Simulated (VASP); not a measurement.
A run of VASP 6.6.1:

The input INCAR:

```
SYSTEM = AlN
ALGO     = Normal         ! electronic algorithm
EDIFF    = 1E-6           ! SCF threshold, eV
ENCUT    = 520            ! plane-wave cutoff, eV
GGA      = PE             ! functional
ISIF     = 2              ! what is computed and relaxed
ISMEAR   = 0              ! smearing method
LASPH    = .True.         ! aspherical terms in the spheres
LCHARG   = .True.         ! write CHGCAR
LELF     = .True.         ! ELF
LREAL    = .False.        ! projectors in reciprocal space
LVHAR    = .True.       
LWAVE    = .False.        ! write WAVECAR
NBANDS   = 16             ! bands
NELM     = 100            ! most SCF steps
PREC     = Accurate       ! precision mode
SIGMA    = 0.05           ! smearing width, eV
```

Contents of KPOINTS:

```
k-points
0
Gamma
  9 9 6
  0 0 0
```

The input POSCAR:

```
AlN
1.0
    3.3963000000      0.0000000000      0.0000000000
   -1.6981500000      2.9412820789      0.0000000000
    0.0000000000      0.0000000000      4.4388000000
Al N
2 2
Direct
    0.3333333333      0.6666666667      0.7500000000
    0.6666666667      0.3333333333      0.2500000000
    0.3333333333      0.6666666667      0.2500000000
    0.6666666667      0.3333333333      0.7500000000
```

Potentials or basis: VASP PAW PBE potentials, release 64 (Al, N).

Launch:

```console
$ cat potpaw_PBE.64/Al/POTCAR potpaw_PBE.64/N/POTCAR > POTCAR
$ mpirun -np 1 vasp_std > vasp.out
```

Hardware: 1 thread of Intel(R) Xeon(R) Platinum 8488C (Sapphire Rapids) (shared host).

Problem. How long does it take, and how much memory?

Solution. It took 26 s on 1 thread of Intel(R) Xeon(R) Platinum 8488C (Sapphire Rapids), with other jobs on the host, peak memory 0.18 GiB. Counts: scf iterations 13, k points 48.
